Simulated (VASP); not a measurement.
# Pt in VASP: notebook

Runs on Pt. Level: PBE. Tasks: relaxation of cell and atoms, single point.

All numbers are computed with VASP 6.6.1; they aren't measurements. Logs are shortened: lines on timing, memory, paths and dates and some standing lists are left out, and cuts for length are marked.

### 1 The cell of the first run

The typed cell holds 1 atom: a = 2.473 Å, b = 2.473 Å, c = 2.475 Å, α = 90.00°, β = 90.00°, γ = 90.00°.

The cell was built from a structure type or drawn by symmetry, and may not be a known phase.

### 2 Relaxation of cell and atoms, PBE

File INCAR:

```
ALGO = Fast
EDIFF = 1E-6
EDIFFG = -0.04
ENCUT = 600
GGA = PE
IBRION = 2
ISIF = 3
ISMEAR = 0
LASPH = True
LCHARG = False
LREAL = False
LWAVE = False
NELM = 80
NSW = 90
PREC = Accurate
SIGMA = 0.1
```

File KPOINTS:

```
k-points
0
Gamma
  8 8 8
```

File POSCAR:

```
Pt
1.0
    2.4732983300      0.0000000000      0.0000000000
    0.0000000000      2.4732983300      0.0000000000
    0.0000000000      0.0000000000      2.4749014100
Pt
1
Direct
    0.5000000000      0.5000000000      0.5000000000
```

Potentials or basis: VASP PAW PBE potentials, release 64 (Pt).

The run is started by

```console
cat potpaw_PBE.64/Pt/POTCAR > POTCAR
mpirun -np 1 vasp_std > vasp.out
```

OUTCAR:

```text
EDIFF = 1E-6
   EDIFFG = -0.04
   ENCUT = 600
   GGA = PE
   IBRION = 2
   ISIF = 3
   ISMEAR = 0
   LASPH = True
   LREAL = False
   NELM = 80
   NSW = 90
   PREC = Accurate

 ion  position               nearest neighbor table
   1  0.500  0.500  0.500-

  LATTYP: Found a simple tetragonal cell.
 ALAT       =     2.4732983300
 C/A-ratio  =     1.0006481547

  Lattice vectors:

 A1 = (   2.4732983300,   0.0000000000,   0.0000000000)
 A2 = (   0.0000000000,   2.4732983300,   0.0000000000)
 A3 = (   0.0000000000,   0.0000000000,   2.4749014100)

Analysis of symmetry for initial positions (statically):
=====================================================================
 Subroutine PRICEL returns:
 Original cell was already a primitive cell.

 Routine SETGRP: Setting up the symmetry group for a
 simple tetragonal supercell.

 Subroutine GETGRP returns: Found 16 space group operations
 (whereof 16 operations were pure point group operations)
 out of a pool of 16 trial point group operations.

The static configuration has the point symmetry D_4h.

Analysis of symmetry for dynamics (positions and initial velocities):
=====================================================================
 Subroutine PRICEL returns:
 Original cell was already a primitive cell.

 Routine SETGRP: Setting up the symmetry group for a
 simple tetragonal supercell.

 Subroutine GETGRP returns: Found 16 space group operations
 (whereof 16 operations were pure point group operations)
 out of a pool of 16 trial point group operations.

The dynamic configuration has the point symmetry D_4h.

 Subroutine INISYM returns: Found 16 space group operations
 (whereof 16 operations are pure point group operations),
 and found     1 'primitive' translations

----------------------------------------------------------------------------------------

                                     Primitive cell

  volume of cell :      15.1395

  direct lattice vectors                    reciprocal lattice vectors
     2.473298330  0.000000000  0.000000000     0.404318390  0.000000000  0.000000000
     0.000000000  2.473298330  0.000000000     0.000000000  0.404318390  0.000000000
     0.000000000  0.000000000  2.474901410     0.000000000  0.000000000  0.404056499

  length of vectors
     2.473298330  2.473298330  2.474901410     0.404318390  0.404318390  0.404056499

  position of ions in fractional coordinates (direct lattice)
     0.500000000  0.500000000  0.500000000

[... 32 lines left out ...]
  0.000000  0.000000  0.000000      1.000000
  0.125000  0.000000  0.000000      4.000000
  0.250000  0.000000  0.000000      4.000000
  0.375000  0.000000  0.000000      4.000000
  0.500000  0.000000  0.000000      2.000000
  0.125000  0.125000  0.000000      4.000000
[... 16 lines left out ...]
  0.375000  0.125000  0.125000     16.000000
  0.500000  0.125000  0.125000      8.000000
 [... further k-points ...]
   k-points           NKPTS =     75   k-points in BZ     NKDIM =     75   number of bands    NBANDS=      9
   number of dos      NEDOS =    301   number of ions     NIONS =      1
   total plane-waves  NPLWV =   8000
   dimension x,y,z NGX =    20 NGY =   20 NGZ =   20
   dimension x,y,z NGXF=    40 NGYF=   40 NGZF=   40
   ions per type =               1
   NGX,Y,Z   is equivalent  to a cutoff of  13.44, 13.44, 13.43 a.u.
   NGXF,Y,Z  is equivalent  to a cutoff of  26.89, 26.89, 26.87 a.u.
 SYSTEM =  unknown system
   PREC   = accura    normal or accurate (medium, high low for compatibility)
   ISTART =      0    job   : 0-new  1-cont  2-samecut
   ICHARG =      2    charge: 1-file 2-atom 10-const
   ISPIN  =      1    spin polarized calculation?
   LNONCOLLINEAR =      F non collinear calculations
   LSORBIT =      F    spin-orbit coupling
   LASPH  =      T    aspherical Exc in radial PAW
   ENCUT  =  600.0 eV  44.10 Ry    6.64 a.u.   4.94  4.94  4.94*2*pi/ulx,y,z
   NELM   =     80;   NELMIN=  2; NELMDL= -5     # of ELM steps
   EDIFF  = 0.1E-05   stopping-criterion for ELM
   LREAL  =      F    real-space projection
   EDIFFG = -.4E-01   stopping-criterion for IOM
   NSW    =     90    number of steps for IOM
   IBRION =      2    ionic relax: 0-MD 1-quasi-New 2-CG
   NFREE  =      1    steps in history (QN), initial steepest desc. (CG)
   ISIF   =      3    stress and relaxation
   ISYM   =      2    0-nonsym 1-usesym 2-fastsym
   POTIM  = 0.5000    time-step for ionic-motion
   TEBEG  =    0.0;   TEEND  =   0.0 temperature during run
   PSTRESS=    0.0 pullay stress
   NELECT =      10.0000    total number of electrons
   NUPDOWN=      -1.0000    fix difference up-down
   EMIN   =  10.00;   EMAX   =-10.00  energy-range for DOS
   EFERMI =   0.00;   METHOD = LEGACY
   ISMEAR =     0;   SIGMA  =   0.10  broadening in eV -4-tet -1-fermi 0-gaus
   EFERMI_NEDOS =   21; number of points for ismear=-14 and -15
   IALGO  =     68    algorithm
   IMIX   =      4    mixing-type and parameters
     AMIX     =   0.40;   BMIX     =  1.00
     AMIX_MAG =   1.60;   BMIX_MAG =  1.00
  volume/ion in A,a.u.               =      15.14       102.17
  Fermi-wavevector in a.u.,A,eV,Ry     =   1.425732  2.694243 27.656717  2.032711
  Thomas-Fermi vector in A             =   2.546085
   LORBIT       =      0    0 simple, 1 ext, 2 COOP (PROOUT), +10 PAW based schemes
   GGA     = PE    functional components
   LHFCALC =     F    Hartree Fock is set to
   AEXX    =    0.0000 exact exchange contribution
   IVDW    =     0    specifies the selected vdW correction
   LEPSILON=     F    determine dielectric tensor
   LRPA    =     F    only Hartree local field effects (RPA)
 conjugate gradient relaxation of ions
 non-spin polarized calculation
 RMM-DIIS sequential band-by-band and
 Gauss-broadening in eV      SIGMA  =   0.10
  energy-cutoff  :      600.00
  volume of cell :       15.14
 maximum number of plane-waves:       520
 NGX is ok and might be reduce to    20
   NGX =  9   NGY =  9   NGZ =  9

--------------------------------------- Ionic step        1  -------------------------------------------

 number of electron      10.0000000 magnetization

 number of electron       9.9999999 magnetization

 Free energy of the ion-electron system (eV)
  ---------------------------------------------------
  ext. energy  EPLUGINS =         0.00000000
  ---------------------------------------------------
  free energy    TOTEN  =        -5.17337912 eV

  energy without entropy =       -5.16659212  energy(sigma->0) =       -5.16998562

 E-fermi :  11.3538     XC(G=0): -13.3111

 val. band max:       11.3470942196   @ k =   0.1250   0.0000   0.1250
 cond. band min:      11.3958360567   @ k =   0.2500   0.1250   0.0000
 fundamental gap:      0.0487418371
 Fermi energy:        11.3538225622
[... 724 lines left out ...]
--------------------------------------- Ionic step        5  -------------------------------------------

 number of electron      10.0000002 magnetization

 Free energy of the ion-electron system (eV)
  ---------------------------------------------------
  ext. energy  EPLUGINS =         0.00000000
  ---------------------------------------------------
  free energy    TOTEN  =        -5.57654942 eV

  energy without entropy =       -5.56456671  energy(sigma->0) =       -5.57055806

 E-fermi :   8.2062     XC(G=0): -12.2739

 val. band max:        8.2061959518   @ k =   0.3750   0.0000   0.5000
 cond. band min:       8.2062954699   @ k =   0.5000   0.0000   0.3750
 fundamental gap:      0.0000995181
 Fermi energy:         8.2062354697
[... 316 lines left out ...]
  FREE ENERGIE OF THE ION-ELECTRON SYSTEM (eV)
  ---------------------------------------------------
  free  energy   TOTEN  =        -5.5765494225 eV

  energy  without entropy=       -5.5645667062  energy(sigma->0) =       -5.57055806

 reached required accuracy - stopping structural energy minimisation
```

Wall time 53 s (1 thread of Intel Xeon 8259CL, shared host); peak memory 0.14 GiB.

Results:

* Free energy: -5.5765 eV
* Relaxed volume: 18.08 Å³/atom
* Relaxed cell: a = 2.624 Å, b = 2.624 Å, c = 2.625 Å, α = 90.00°, β = 90.00°, γ = 90.00°
* Space group after relaxing (to 0.1 Å): Pm-3m (No. 221)
* Pressure after relaxing: 0.0 GPa
* Band gap on the k mesh: zero (bands 5 and 6 overlap by 2.97 eV)

Final structure:
```cif
data_structure
_symmetry_space_group_name_H-M 'P 1'
_symmetry_Int_Tables_number 1
_cell_length_a 2.6244
_cell_length_b 2.6244
_cell_length_c 2.6248
_cell_angle_alpha 90.000
_cell_angle_beta 90.000
_cell_angle_gamma 90.000
_cell_volume 18.08
loop_
_atom_site_label
_atom_site_type_symbol
_atom_site_fract_x
_atom_site_fract_y
_atom_site_fract_z
_atom_site_occupancy
Pt1 Pt 0.50000 0.50000 0.50000 1
```

Levels at points of the mesh, in eV from the Fermi level:
| k point | band 1 | band 2 | band 3 | band 4 | band 5 | band 6 | band 7 | band 8 | band 9 |
| --- | --- | --- | --- | --- | --- | --- | --- | --- | --- |
| (0.00, 0.00, 0.00) | -8.40 | -5.66 | -5.65 | 0.25 | 0.25 | 0.25 | 15.14 | 15.15 | 15.15 |
| (0.50, 0.00, 0.00) | -5.81 | -5.09 | -1.87 | -1.87 | -0.49 | 0.46 | 4.37 | 16.48 | 19.46 |
| (0.50, 0.50, 0.00) | -5.79 | -4.63 | -1.48 | -1.48 | 1.85 | 4.45 | 4.45 | 9.41 | 13.35 |
| (0.00, 0.00, 0.50) | -5.81 | -5.09 | -1.87 | -1.87 | -0.49 | 0.46 | 4.37 | 16.48 | 19.46 |
| (0.50, 0.00, 0.50) | -5.79 | -4.64 | -1.48 | -1.48 | 1.84 | 4.45 | 4.45 | 9.41 | 13.34 |
| (0.50, 0.50, 0.50) | -4.81 | -4.80 | -4.80 | 1.99 | 1.99 | 9.94 | 9.94 | 9.94 | 9.99 |

Caveat: the volume moved by over 15 % at a fixed basis, so the end points are rough; spin-orbit coupling is left out, which moves the levels of the heavy elements.

### 3 Single point, PBE

This run uses another cell than the first one, of 18.07 Å³/atom.

File INCAR:

```
PREC = Accurate
ENCUT = 520
EDIFF = 1E-6
ISMEAR = 0
SIGMA = 0.1
LREAL = False
LASPH = True
NELM = 100
ALGO = Normal
ISIF = 2
LWAVE = False
LCHARG = False
GGA = PE
NBANDS = 11
```

File KPOINTS:

```
regular mesh
0
Gamma
  20 20 20
```

File POSCAR:

```
Pt
1.0
    2.6241971974      0.0000000000      0.0000000000
    0.0000000000      2.6241971974      0.0000000000
    0.0000000000      0.0000000000      2.6241971974
Pt
1
Direct
    0.5000000000      0.5000000000      0.5000000000
```

Potentials or basis: VASP PAW PBE potentials, release 64 (Pt).

The run is started by

```console
cat potpaw_PBE.64/Pt/POTCAR > POTCAR
mpirun -np 1 vasp_std > vasp.out
```

Run time: 44 s. Hardware: 1 thread of Intel Xeon 8259CL, shared host; peak memory 0.17 GiB.

Results (log left out):

```yaml
Free_energy: -5.6472 eV
Pressure: -0.5 GPa
Band_gap_on_the_k_mesh: zero (bands 5 and 6 overlap by 3.13 eV)
```

Levels at points of the mesh, in eV from the Fermi level:
```
           k point  band 3  band 4  band 5  band 6  band 7  band 8
(0.00, 0.00, 0.00)   -5.60    0.30    0.30    0.30   15.19   15.19
(0.50, 0.00, 0.00)   -1.83   -1.83   -0.45    0.51    4.42   16.52
(0.50, 0.50, 0.00)   -1.44   -1.44    1.90    4.50    4.50    9.46
(0.50, 0.50, 0.50)   -4.76    2.05    2.05    9.99    9.99    9.99
```

Caveat: spin-orbit coupling is left out, which moves the levels of the heavy elements.

### 4 Relaxation of cell and atoms, PBE

This run uses another cell than the first one, of 18.11 Å³/atom.

File INCAR:

```
SYSTEM = Pt
ALGO = Normal ; EDIFF = 1E-6
EDIFFG = -0.01 ; ENCUT = 600
GGA = PE ; IBRION = 2
ISIF = 3 ; ISMEAR = 0
LASPH = .True. ; LCHARG = .False.
LREAL = .False. ; LWAVE = .False.
NELM = 80 ; NSW = 100
PREC = Accurate ; SIGMA = 0.1
```

File KPOINTS:

```
k-points
0
Gamma
  20 20 20
  0 0 0
```

File POSCAR:

```
Pt
1.0
    2.6263044227      0.0000000000      0.0000000000
    0.0000000000      2.6263044227      0.0000000000
    0.0000000000      0.0000000000      2.6263044227
Pt
1
Direct
    0.5000000000      0.5000000000      0.5000000000
```

Potentials or basis: VASP PAW PBE potentials, release 64 (Pt).

The run is started by

```console
cat potpaw_PBE.64/Pt/POTCAR > POTCAR
mpirun -np 1 vasp_std > vasp.out
```

OUTCAR:

```text
SYSTEM = Pt
   EDIFF = 1E-6
   EDIFFG = -0.01
   ENCUT = 600
   GGA = PE
   IBRION = 2
   ISIF = 3
   ISMEAR = 0
   LASPH = .True.
   LREAL = .False.
   NELM = 80
   NSW = 100
   PREC = Accurate

 ion  position               nearest neighbor table
   1  0.500  0.500  0.500-

  LATTYP: Found a simple cubic cell.
 ALAT       =     2.6263044227

  Lattice vectors:

 A1 = (   2.6263044227,   0.0000000000,   0.0000000000)
 A2 = (   0.0000000000,   2.6263044227,   0.0000000000)
 A3 = (   0.0000000000,   0.0000000000,   2.6263044227)

Analysis of symmetry for initial positions (statically):
=====================================================================
 Subroutine PRICEL returns:
 Original cell was already a primitive cell.

 Routine SETGRP: Setting up the symmetry group for a
 simple cubic supercell.

 Subroutine GETGRP returns: Found 48 space group operations
 (whereof 48 operations were pure point group operations)
 out of a pool of 48 trial point group operations.

The static configuration has the point symmetry O_h .

Analysis of symmetry for dynamics (positions and initial velocities):
=====================================================================
 Subroutine PRICEL returns:
 Original cell was already a primitive cell.

 Routine SETGRP: Setting up the symmetry group for a
 simple cubic supercell.

 Subroutine GETGRP returns: Found 48 space group operations
 (whereof 48 operations were pure point group operations)
 out of a pool of 48 trial point group operations.

The dynamic configuration has the point symmetry O_h .

 Subroutine INISYM returns: Found 48 space group operations
 (whereof 48 operations are pure point group operations),
 and found     1 'primitive' translations

----------------------------------------------------------------------------------------

                                     Primitive cell

  volume of cell :      18.1149

[... 124 lines left out ...]
   NGX = 11   NGY = 11   NGZ = 11

--------------------------------------- Ionic step        1  -------------------------------------------

 number of electron      10.0000001 magnetization

 Free energy of the ion-electron system (eV)
  ---------------------------------------------------
  ext. energy  EPLUGINS =         0.00000000
  ---------------------------------------------------
  free energy    TOTEN  =        -5.64709839 eV

  energy without entropy =       -5.63949059  energy(sigma->0) =       -5.64329449

------------------------ aborting loop because EDIFF is reached ----------------------------------------

  FORCE on cell =-STRESS in cart. coord.  units (eV):
  Direction    XX          YY          ZZ          XY          YZ          ZX
  --------------------------------------------------------------------------------------
  -------------------------------------------------------------------------------------
  Total       -0.0928841     -0.0928841     -0.0928841      0.0000000     -0.0000000      0.0000000
  in kB       -8.2151727     -8.2151727     -8.2151727      0.0000000     -0.0000000      0.0000000
  external PRESSURE =      -8.2151727 kB  Pullay stress =       0.0000000 kB
[... 57 lines left out ...]
--------------------------------------- Ionic step        3  -------------------------------------------

 number of electron      10.0000001 magnetization

 Free energy of the ion-electron system (eV)
  ---------------------------------------------------
  ext. energy  EPLUGINS =         0.00000000
  ---------------------------------------------------
  free energy    TOTEN  =        -5.64730920 eV

  energy without entropy =       -5.63976935  energy(sigma->0) =       -5.64353928

 E-fermi :   8.2023     XC(G=0): -12.2837

 val. band max:        8.2000448775   @ k =   0.3000   0.3000   0.2000
 cond. band min:       8.2041184542   @ k =   0.1000   0.0500   0.0500
 fundamental gap:      0.0040735768
 Fermi energy:         8.2022637303

 k-point     1 :       0.0000    0.0000    0.0000
  band No.  band energies     occupation
      1      -0.1706      2.00000
      2       2.5841      2.00000
      3       2.5841      2.00000
      4       8.5029      0.00002
      5       8.5029      0.00002
      6       8.5029      0.00002
      7      23.4037      0.00000
      8      23.4037      0.00000
      9      23.4037      0.00000
[... 265 lines left out ...]
 k-point    24 :       0.2000    0.1000    0.0000
  band No.  band energies     occupation
      1       1.0858      2.00000
      2       2.9743      2.00000
      3       3.7297      2.00000
      4       7.3910      2.00000
      5       7.6883      2.00000
      6       8.3428      0.04690
      7      19.1568      0.00000
      8      23.2174      0.00000
      9      25.7077      0.00000

 [... further k-points ...]

------------------------ aborting loop because EDIFF is reached ----------------------------------------

  FORCE on cell =-STRESS in cart. coord.  units (eV):
  Direction    XX          YY          ZZ          XY          YZ          ZX
  --------------------------------------------------------------------------------------
  -------------------------------------------------------------------------------------
  Total       -0.0006656     -0.0006656     -0.0006656      0.0000000      0.0000000     -0.0000000
  in kB       -0.0591278     -0.0591278     -0.0591278      0.0000000      0.0000000     -0.0000000
  external PRESSURE =      -0.0591278 kB  Pullay stress =       0.0000000 kB
[... 16 lines left out ...]
  FREE ENERGIE OF THE ION-ELECTRON SYSTEM (eV)
  ---------------------------------------------------
  free  energy   TOTEN  =        -5.6473092044 eV

  energy  without entropy=       -5.6397693467  energy(sigma->0) =       -5.64353928

 reached required accuracy - stopping structural energy minimisation
```

OSZICAR:

```text
N       E                     dE             d eps       ncg     rms          rms(c)
DAV:   1     0.406132182240E+02    0.40613E+02   -0.60606E+03  5188   0.117E+03
DAV:   2    -0.548457228948E+01   -0.46098E+02   -0.44573E+02  5391   0.189E+02
[... 18 lines left out ...]
DAV:   1    -0.565548063828E+01   -0.90356E-02   -0.17183E-01  5215   0.441E+00    0.559E-01
DAV:   2    -0.564748000476E+01    0.80006E-02   -0.26514E-02  5163   0.143E+00    0.201E-01
DAV:   3    -0.564727424903E+01    0.20576E-03   -0.11789E-03  5468   0.279E-01    0.131E-01
DAV:   4    -0.564730774595E+01   -0.33497E-04   -0.77376E-05  5381   0.614E-02    0.906E-03
DAV:   5    -0.564730899518E+01   -0.12492E-05   -0.13603E-06  6666   0.942E-03    0.273E-03
DAV:   6    -0.564730920438E+01   -0.20920E-06   -0.11187E-07  2627   0.288E-03
   3 F= -.56473092E+01 E0= -.56435393E+01  d E =-.210812E-03
```

Wall time 92 s (1 thread of Intel Xeon 8259CL, shared host); peak memory 0.2 GiB.

Results:

* Free energy: -5.6473 eV
* Relaxed volume: 18.04 Å³/atom
* Relaxed cell: a = 2.622 Å, b = 2.622 Å, c = 2.622 Å, α = 90.00°, β = 90.00°, γ = 90.00°
* Space group after relaxing (to 0.1 Å): Pm-3m (No. 221)
* Energy gained by relaxing: 0.2 meV/atom
* Ionic steps: 3
* Pressure after relaxing: 0.0 GPa
* Band gap on the k mesh: zero (bands 5 and 6 overlap by 3.15 eV)

Step by step:
```csv
step,energy change (eV),largest force (eV/Å),pressure (GPa),volume (Å³)
1,0.0000,0.0000,-0.82,18.11
2,0.0007,0.0000,1.71,17.87
3,-0.0002,0.0000,-0.01,18.04
```

Final structure:
```
Pt
1.0
     2.62245    0.00000    0.00000
     0.00000    2.62245    0.00000
     0.00000    0.00000    2.62245
Pt
1
Direct
  0.50000 0.50000 0.50000
```

Levels at points of the mesh, in eV from the Fermi level:
| k point | band 2 | band 3 | band 4 | band 5 | band 6 | band 7 | band 8 | band 9 |
| --- | --- | --- | --- | --- | --- | --- | --- | --- |
| (0.00, 0.00, 0.00) | -5.62 | -5.62 | 0.30 | 0.30 | 0.30 | 15.20 | 15.20 | 15.20 |
| (0.50, 0.00, 0.00) | -5.05 | -1.83 | -1.83 | -0.46 | 0.51 | 4.44 | 16.52 | 19.52 |
| (0.50, 0.50, 0.00) | -4.59 | -1.44 | -1.44 | 1.91 | 4.50 | 4.50 | 9.49 | 13.40 |
| (0.50, 0.50, 0.50) | -4.78 | -4.78 | 2.05 | 2.05 | 10.01 | 10.01 | 10.01 | 10.02 |

Caveat: spin-orbit coupling is left out, which moves the levels of the heavy elements.

### 5 Summary

| task | cell | k mesh | cutoff (eV) | gap on the mesh (eV) | pressure (GPa) | relaxed volume (Å³/atom) |
| --- | --- | --- | --- | --- | --- | --- |
| relaxation of cell and atoms | relaxed from a = 2.473, b = 2.473, c = 2.475 Å, 1 atom | 8 × 8 × 8 | 600 | none | 0.0 | 18.08 |
| single point | a = 2.624 Å, 1 atom | 20 × 20 × 20 | 520 | none | -0.5 | - |
| relaxation of cell and atoms | relaxed from a = 2.626 Å, 1 atom | 20 × 20 × 20 | 600 | none | 0.0 | 18.04 |

Alike in all rows: level PBE; potentials or basis VASP PAW PBE potentials, release 64 (Pt); no spin polarisation; smearing gaussian 0.1 eV.

Caveats: spin-orbit coupling is left out, which moves the levels of the heavy elements; the volume moved by over 15 % at a fixed basis, so the end points are rough (at least some runs).

Absolute energies hang on the potentials; compare differences alone.
